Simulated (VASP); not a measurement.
# TiO2 (I4_1/amd) in VASP: notebook

Runs on TiO2. Level: PBE. Tasks: single point.

Program: VASP 6.6.1. These are calculated values, not measurements. Logs are shortened: lines on timing, memory, paths and dates and some standing lists are left out, and cuts for length are marked.

## (1) The cell of the first run

It takes space group I4_1/amd (No. 141, tetragonal). The conventional cell has a = 3.784 Å, b = 3.784 Å, c = 9.515 Å, α = 90.00°, β = 90.00°, γ = 90.00°. Ti (site symmetry -4m2) has 6 O at 1.93 to 1.98 Å within 2.6 Å. Within 2.6 Å of O (site symmetry 2mm) lie 3 Ti at 1.93 to 1.98 Å and 2 O at 2.47 Å.

## (2) Single point, PBE

INCAR

```
PREC = Accurate
ENCUT = 520
EDIFF = 1E-6
ISMEAR = -1
SIGMA = 0.05
LREAL = False
LASPH = True
NELM = 60
ALGO = Normal
ISIF = 2
LWAVE = False
LCHARG = True
GGA = PE
LELF = True
LVHAR = True
NBANDS = 33
```

KPOINTS

```
regular mesh
0
Gamma
  8 8 8
```

POSCAR

```
TiO2
1.0
   -1.8921000000      1.8921000000      4.7573000000
    1.8921000000     -1.8921000000      4.7573000000
    1.8921000000      1.8921000000     -4.7573000000
Ti O
2 4
Direct
    0.0000000000      0.0000000000      0.0000000000
    0.7500000000      0.2500000000      0.5000000000
    0.2081000000      0.2081000000      0.0000000000
    0.9581000000      0.4581000000      0.5000000000
    0.5419000000      0.0419000000      0.5000000000
    0.7919000000      0.7919000000      0.0000000000
```

Potentials or basis: VASP PAW PBE potentials, release 64 (Ti_sv, O).

The run is started by

```
cat potpaw_PBE.64/Ti_sv/POTCAR potpaw_PBE.64/O/POTCAR > POTCAR
mpirun -np 1 vasp_std > vasp.out
```

OUTCAR:

```text
PREC = Accurate
   ENCUT = 520
   EDIFF = 1E-6
   ISMEAR = -1
   LREAL = False
   LASPH = True
   NELM = 60
   ISIF = 2
   GGA = PE

 ion  position               nearest neighbor table
   1  0.000  0.000  0.000-   5 1.93   4 1.93   5 1.93   4 1.93   3 1.98   6 1.98
   2  0.750  0.250  0.500-   6 1.93   3 1.93   6 1.93   3 1.93   4 1.98   5 1.98
   3  0.208  0.208  0.000-   2 1.93   2 1.93   1 1.98
   4  0.958  0.458  0.500-   1 1.93   1 1.93   2 1.98
   5  0.542  0.042  0.500-   1 1.93   1 1.93   2 1.98
   6  0.792  0.792  0.000-   2 1.93   2 1.93   1 1.98

  LATTYP: Found a body centered tetragonal cell.
 ALAT       =     3.7842000000
 C/A-ratio  =     2.5142962846

  Lattice vectors:

 A1 = (  -1.8921000000,   1.8921000000,   4.7573000000)
 A2 = (   1.8921000000,  -1.8921000000,   4.7573000000)
 A3 = (   1.8921000000,   1.8921000000,  -4.7573000000)

Analysis of symmetry for initial positions (statically):
=====================================================================
 Subroutine PRICEL returns:
 Original cell was already a primitive cell.

 Routine SETGRP: Setting up the symmetry group for a
 body centered tetragonal supercell.

 Subroutine GETGRP returns: Found 16 space group operations
 (whereof  8 operations were pure point group operations)
 out of a pool of 16 trial point group operations.

The static configuration has the point symmetry D_2d.
 The point group associated with its full space group is D_4h.

Analysis of symmetry for dynamics (positions and initial velocities):
=====================================================================
 Subroutine PRICEL returns:
 Original cell was already a primitive cell.

 Routine SETGRP: Setting up the symmetry group for a
 body centered tetragonal supercell.

 Subroutine GETGRP returns: Found 16 space group operations
 (whereof  8 operations were pure point group operations)
 out of a pool of 16 trial point group operations.

The dynamic configuration has the point symmetry D_2d.
 The point group associated with its full space group is D_4h.

 Subroutine INISYM returns: Found 16 space group operations
 (whereof  8 operations are pure point group operations),
 and found     1 'primitive' translations

----------------------------------------------------------------------------------------

                                     Primitive cell

  volume of cell :      68.1253

  direct lattice vectors                    reciprocal lattice vectors
    -1.892100000  1.892100000  4.757300000     0.000000000  0.264256646  0.105101633
     1.892100000 -1.892100000  4.757300000     0.264256646  0.000000000  0.105101633
     1.892100000  1.892100000 -4.757300000     0.264256646  0.264256646  0.000000000

  length of vectors
     5.458203744  5.458203744  5.458203744     0.284390450  0.284390450  0.373715333

  position of ions in fractional coordinates (direct lattice)
     0.000000000  0.000000000  0.000000000
     0.750000000  0.250000000  0.500000000
     0.208100000  0.208100000  0.000000000
     0.958100000  0.458100000  0.500000000
     0.541900000  0.041900000  0.500000000
     0.791900000  0.791900000  0.000000000

  ion indices of the primitive-cell ions
   primitive index   ion index
                 1           1
                 2           2
                 3           3
                 4           4
                 5           5
                 6           6

----------------------------------------------------------------------------------------

 KPOINTS: regular mesh

Automatic generation of k-mesh.
 Grid dimensions read from file:
 generate k-points for:    8    8    8

 Generating k-lattice:

  Cartesian coordinates                     Fractional coordinates (reciprocal lattice)
     0.000000000  0.033032081  0.013137704     0.125000000  0.000000000 -0.000000000
     0.033032081  0.000000000  0.013137704     0.000000000  0.125000000 -0.000000000
     0.033032081  0.033032081  0.000000000     0.000000000  0.000000000  0.125000000

  Length of vectors
     0.035548806  0.035548806  0.046714417

  Shift w.r.t. Gamma in fractional coordinates (k-lattice)
     0.000000000  0.000000000  0.000000000

 Subroutine IBZKPT returns following result:
 ===========================================

 Found     59 irreducible k-points:

 Following reciprocal coordinates:
            Coordinates               Weight
  0.000000  0.000000  0.000000      1.000000
  0.125000  0.000000  0.000000      8.000000
  0.250000  0.000000  0.000000      8.000000
  0.375000  0.000000 -0.000000      8.000000
  0.500000  0.000000  0.000000      4.000000
  0.125000  0.125000  0.000000      8.000000
[... 16 lines left out ...]
  0.250000  0.125000  0.125000     16.000000
  0.375000  0.125000  0.125000      8.000000
 [... further k-points ...]
   k-points           NKPTS =     59   k-points in BZ     NKDIM =     59   number of bands    NBANDS=     33
   number of dos      NEDOS =    301   number of ions     NIONS =      6
   total plane-waves  NPLWV =  74088
   dimension x,y,z NGX =    42 NGY =   42 NGZ =   42
   dimension x,y,z NGXF=    84 NGYF=   84 NGZF=   84
   ions per type =               2   4
   NGX,Y,Z   is equivalent  to a cutoff of  12.79, 12.79, 12.79 a.u.
   NGXF,Y,Z  is equivalent  to a cutoff of  25.58, 25.58, 25.58 a.u.
 SYSTEM =  unknown system
   PREC   = accura    normal or accurate (medium, high low for compatibility)
   ISTART =      0    job   : 0-new  1-cont  2-samecut
   ICHARG =      2    charge: 1-file 2-atom 10-const
   ISPIN  =      1    spin polarized calculation?
   LNONCOLLINEAR =      F non collinear calculations
   LSORBIT =      F    spin-orbit coupling
   LASPH  =      T    aspherical Exc in radial PAW
   ENCUT  =  520.0 eV  38.22 Ry    6.18 a.u.  10.15 10.15 10.15*2*pi/ulx,y,z
   NELM   =     60;   NELMIN=  2; NELMDL= -5     # of ELM steps
   EDIFF  = 0.1E-05   stopping-criterion for ELM
   LREAL  =      F    real-space projection
   EDIFFG = 0.1E-04   stopping-criterion for IOM
   NSW    =      0    number of steps for IOM
   IBRION =     -1    ionic relax: 0-MD 1-quasi-New 2-CG
   NFREE  =      0    steps in history (QN), initial steepest desc. (CG)
   ISIF   =      2    stress and relaxation
   ISYM   =      2    0-nonsym 1-usesym 2-fastsym
   POTIM  = 0.5000    time-step for ionic-motion
   TEBEG  =    0.0;   TEEND  =   0.0 temperature during run
   PSTRESS=    0.0 pullay stress
   NELECT =      48.0000    total number of electrons
   NUPDOWN=      -1.0000    fix difference up-down
   EMIN   =  10.00;   EMAX   =-10.00  energy-range for DOS
   EFERMI =   0.00;   METHOD = LEGACY
   ISMEAR =    -1;   SIGMA  =   0.05  broadening in eV -4-tet -1-fermi 0-gaus
   EFERMI_NEDOS =   21; number of points for ismear=-14 and -15
   IALGO  =     38    algorithm
   IMIX   =      4    mixing-type and parameters
     AMIX     =   0.40;   BMIX     =  1.00
     AMIX_MAG =   1.60;   BMIX_MAG =  1.00
  volume/ion in A,a.u.               =      11.35        76.62
  Fermi-wavevector in a.u.,A,eV,Ry     =   1.456752  2.752862 28.873289  2.122127
  Thomas-Fermi vector in A             =   2.573634
   LORBIT       =      0    0 simple, 1 ext, 2 COOP (PROOUT), +10 PAW based schemes
   GGA     = PE    functional components
   LHFCALC =     F    Hartree Fock is set to
   AEXX    =    0.0000 exact exchange contribution
   IVDW    =     0    specifies the selected vdW correction
   LEPSILON=     F    determine dielectric tensor
   LRPA    =     F    only Hartree local field effects (RPA)
 non-spin polarized calculation
  energy-cutoff  :      520.00
  volume of cell :       68.13
 maximum number of plane-waves:      1850
 NGX is ok and might be reduce to    42
   NGX = 21   NGY = 21   NGZ = 21

 number of electron      47.9999989 magnetization

 Free energy of the ion-electron system (eV)
  ---------------------------------------------------
  ext. energy  EPLUGINS =         0.00000000
  ---------------------------------------------------
  free energy    TOTEN  =       -53.82577413 eV

  energy without entropy =      -53.82577413  energy(sigma->0) =      -53.82577413

 E-fermi :   4.4878     XC(G=0): -10.7369

 val. band max:        3.3643022916   @ k =  -0.3750   0.3750   0.0000
 cond. band min:       5.5045581897   @ k =   0.0000   0.0000   0.0000
 fundamental gap:      2.1402558981
 Fermi energy:         4.4878315789

 k-point     1 :       0.0000    0.0000    0.0000
  band No.  band energies     occupation
      1     -52.9933      2.00000
      2     -52.9327      2.00000
      3     -29.4603      2.00000
      4     -29.2188      2.00000
      5     -29.2188      2.00000
      6     -29.1469      2.00000
[... 25 lines left out ...]
     32       8.7047      0.00000
     33       8.7174      0.00000

 k-point     2 :       0.1250    0.0000    0.0000
  band No.  band energies     occupation
      1     -52.9912      2.00000
      2     -52.9340      2.00000
      3     -29.4559      2.00000
      4     -29.2388      2.00000
      5     -29.2203      2.00000
      6     -29.1549      2.00000
[... 25 lines left out ...]
     32       8.8374      0.00000
     33       9.1296      0.00000

 k-point     3 :       0.2500    0.0000    0.0000
  band No.  band energies     occupation
      1     -52.9858      2.00000
      2     -52.9379      2.00000
      3     -29.4459      2.00000
      4     -29.2846      2.00000
      5     -29.2235      2.00000
      6     -29.1712      2.00000
[... 25 lines left out ...]
     32       9.2105      0.00000
     33       9.6311      0.00000

 k-point     4 :       0.3750    0.0000   -0.0000
  band No.  band energies     occupation
      1     -52.9792      2.00000
      2     -52.9429      2.00000
      3     -29.4356      2.00000
      4     -29.3304      2.00000
      5     -29.2263      2.00000
      6     -29.1814      2.00000
[... 25 lines left out ...]
     32       9.3945      0.00000
     33       9.8911      0.00000

 k-point     5 :       0.5000    0.0000    0.0000
  band No.  band energies     occupation
      1     -52.9759      2.00000
      2     -52.9456      2.00000
      3     -29.4304      2.00000
      4     -29.3506      2.00000
      5     -29.2274      2.00000
      6     -29.1831      2.00000
[... 604 lines left out ...]
 k-point    22 :       0.1250    0.1250    0.1250
  band No.  band energies     occupation
      1     -52.9805      2.00000
      2     -52.9409      2.00000
      3     -29.4449      2.00000
      4     -29.3143      2.00000
      5     -29.2525      2.00000
      6     -29.1983      2.00000
[... 25 lines left out ...]
     32      10.0082      0.00000
     33      10.3513      0.00000

 k-point    23 :       0.2500    0.1250    0.1250
  band No.  band energies     occupation
      1     -52.9739      2.00000
      2     -52.9459      2.00000
      3     -29.4354      2.00000
      4     -29.3527      2.00000
      5     -29.2604      2.00000
      6     -29.2154      2.00000
[... 25 lines left out ...]
     32      10.0787      0.00000
     33      10.5726      0.00000

 k-point    24 :       0.3750    0.1250    0.1250
  band No.  band energies     occupation
      1     -52.9703      2.00000
      2     -52.9489      2.00000
      3     -29.4300      2.00000
      4     -29.3715      2.00000
      5     -29.2622      2.00000
      6     -29.2216      2.00000
[... 25 lines left out ...]
     32      10.0658      0.00000
     33      10.6296      0.00000

 [... further k-points ...]

------------------------ aborting loop because EDIFF is reached ----------------------------------------

  FORCE on cell =-STRESS in cart. coord.  units (eV):
  Direction    XX          YY          ZZ          XY          YZ          ZX
  --------------------------------------------------------------------------------------
  -------------------------------------------------------------------------------------
  Total        2.3091785      2.3091785      2.8955002      0.0000000      0.0000000      0.0000000
  in kB       54.3074478     54.3074478     68.0966085      0.0000000      0.0000000      0.0000000
  external PRESSURE =      58.9038347 kB  Pullay stress =       0.0000000 kB

 VOLUME and BASIS-vectors are now :
 -----------------------------------------------------------------------------
  energy-cutoff  :      520.00
  volume of cell :       68.13
      direct lattice vectors                 reciprocal lattice vectors
    -1.892100000  1.892100000  4.757300000     0.000000000  0.264256646  0.105101633
     1.892100000 -1.892100000  4.757300000     0.264256646  0.000000000  0.105101633
     1.892100000  1.892100000 -4.757300000     0.264256646  0.264256646  0.000000000

 POSITION                                       TOTAL-FORCE (eV/Angst)
 -----------------------------------------------------------------------------------
      0.00000      0.00000      0.00000         0.000000      0.000000      0.000000
      0.00000      1.89210      2.37865         0.000000      0.000000     -0.000000
      0.00000      0.00000      1.97999         0.000000     -0.000000      0.124730
      0.00000      1.89210      4.35864        -0.000000      0.000000      0.124730
      0.00000      1.89210      0.39866        -0.000000      0.000000     -0.124730
      0.00000      0.00000      7.53461         0.000000     -0.000000     -0.124730
 -----------------------------------------------------------------------------------
    total drift:                                0.000000      0.000000      0.000000

  FREE ENERGIE OF THE ION-ELECTRON SYSTEM (eV)
  ---------------------------------------------------
  free  energy   TOTEN  =       -53.8257741325 eV

  energy  without entropy=      -53.8257741324  energy(sigma->0) =      -53.82577413
```

Run time: 5 min. Hardware: 1 thread of Intel Xeon Platinum 8488C (Sapphire Rapids), shared host; peak memory 0.31 GiB.

Results:

```yaml
Free_energy: -53.8258 eV
Pressure: 5.9 GPa
Largest_force: 0.125 eV/Å
Band_gap_on_the_k_mesh: 2.14 eV (least direct gap 2.44 eV)
```

Forces on the atoms (eV/Å):
```
Ti   0.000  0.000  0.000
Ti   0.000  0.000  0.000
O    0.000  0.000  0.125
O    0.000  0.000  0.125
O    0.000  0.000 -0.125
O    0.000  0.000 -0.125
```

Caveat: the cell stands under pressure.

(Continued in part 2 of 2.)
